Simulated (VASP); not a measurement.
SnSe: single point with PBE

SnSe:

```
Sn Se
1.0
     6.19274    0.00000    0.00000
    -3.09637    5.36307    0.00000
     0.00000    0.00000    4.99642
Sn Se
3 3
Direct
  0.50000 0.00000 0.00000
  0.50000 0.50000 0.00000
  0.00000 0.50000 0.00000
  0.00000 0.00000 0.00000
  0.33333 0.66667 0.50000
  0.66667 0.33333 0.50000
```

```json
{
 "Program": "VASP 6.6.1",
 "Task": "single point",
 "Functional": "PBE",
 "Potentials or basis": "VASP PAW PBE potentials, release 64 (Sn_d, Se)",
 "Cutoff": "520 eV",
 "k mesh": "3 × 3 × 4",
 "Occupations": "gaussian, width 0.1 eV",
 "Spin": "no spin polarisation",
 "Dipole correction": "no",
 "Further INCAR settings": "ALGO = Normal; EDIFF = 1e-06; NBANDS = 39"
}
```

The pressure is 1.5 GPa and the band gap on the k mesh is zero (band 30 reaches 5.07 eV, above the bottom of band 31 at 4.29 eV).

Stress tensor (GPa, compression positive):
```
 4.89  0.00  0.00
 0.00  4.89  0.00
 0.00  0.00 -5.31
```

Levels at points of the mesh, in eV from the Fermi level:
| k point | band 27 | band 28 | band 29 | band 30 | band 31 | band 32 | band 33 | band 34 |
| --- | --- | --- | --- | --- | --- | --- | --- | --- |
| (0.00, 0.00, 0.00) | -0.67 | -0.49 | -0.49 | -0.40 | -0.40 | 1.66 | 1.66 | 3.74 |
| (0.00, 0.00, 0.50) | -1.63 | -0.65 | -0.65 | 0.38 | 1.94 | 2.08 | 2.78 | 2.78 |

Run time: 78 s on 1 thread of Intel(R) Xeon(R) Platinum 8259CL CPU @ 2.50GHz (Skylake/Cascade Lake), on a shared host, peak memory 0.3 GiB.

Caveat: the k points lie up to 0.39 Å⁻¹ apart; spin-orbit coupling is left out, which moves the levels of the heavy elements.
